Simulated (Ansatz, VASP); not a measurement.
One calculation of MgSnO4, two programs

The input INCAR:

```
PREC = Accurate ; ENCUT = 600
EDIFF = 1E-6 ; ISMEAR = 0
SIGMA = 0.1 ; LREAL = False
LASPH = True ; NELM = 80
ALGO = Normal ; ISIF = 3
LWAVE = False ; LCHARG = False
GGA = PE ; IBRION = 2
NSW = 90 ; EDIFFG = -0.04
```

Contents of KPOINTS:

```
Automatic mesh
0
Gamma
  4 4 6
```

POSCAR

```
MgSnO4
1.0
    3.5290690200     -3.5913935900      0.0000000000
    3.5290690200      3.5913935900      0.0000000000
    0.0000000000      0.0000000000      3.3191728300
Mg Sn O
1 1 4
Direct
    0.5000000000      0.5000000000      0.0000000000
    0.0000000000      0.0000000000      0.5000000000
    0.1927070000      0.8072930000      0.0000000000
    0.8072930000      0.1927070000      0.0000000000
    0.2979910100      0.2979910100      0.5000000000
    0.7020089900      0.7020089900      0.5000000000
```

Input for Ansatz:

```yaml
crystal:
  lattice:
    - [3.52906902, -3.59139359, 0.0]
    - [3.52906902, 3.59139359, 0.0]
    - [0.0, 0.0, 3.31917283]
  atoms:
    - { symbol: Mg, position: [0.5, 0.5, 0.0] }
    - { symbol: Sn, position: [0.0, 0.0, 0.5] }
    - { symbol: O, position: [0.192707, 0.807293, 0.0] }
    - { symbol: O, position: [0.807293, 0.192707, 0.0] }
    - { symbol: O, position: [0.29799101, 0.29799101, 0.5] }
    - { symbol: O, position: [0.70200899, 0.70200899, 0.5] }
basis:
  ecutwfc: 420
kpoints:
  mp_grid: { grid: [4, 4, 6] }
hamiltonian:
  xc: pbe
scf:
  occupations: { method: gaussian, width: 0.1 }
  lower_state_search: "off"
output:
  forces: true
  stress: true
  eigenvalues: true
relax:
  adjacent_minimum: "off"
  f_tol: 0.04
  max_steps: 70
  cell: { stress_tol: 0.4 }
```

Change from the starting cell: species swapped into the TaVO4 type (Cmmm, No. 65).

Alike in both runs: task relaxation of cell and atoms; functional PBE; k mesh 4 × 4 × 6; occupations gaussian, width 0.1 eV; no spin polarisation.

|  | VASP | Ansatz |
| --- | --- | --- |
| version | VASP 6.6.1 | Ansatz 0.2.0 |
| potentials or method | VASP PAW PBE potentials, release 64 (Mg, Sn_d, O), cutoff 600 eV | scalar-relativistic, plane waves, PAW |
| valence electrons in the cell | 40 | 48 |

Ansatz gave:

| Item | Value |
| --- | --- |
| gap on the k mesh at the Fermi level, each at its own relaxed structure (eV) | none |
| relaxed volume (Å³/atom) | 12.40 |
| relaxed length of the cell vector where the two differ most in proportion (Å) | 4.809 |

Question: What did VASP give for the same quantities?

Answer: gap on the k mesh at the Fermi level, each at its own relaxed structure (eV): none; relaxed volume (Å³/atom): 12.35; relaxed length of the cell vector where the two differ most in proportion (Å): 4.800.

A gap of «none» marks a metal or a gap that the smearing closes. VASP's potentials hold 40 valence electrons a cell and Ansatz's 48, so a difference there can come from the potentials and not from the codes.
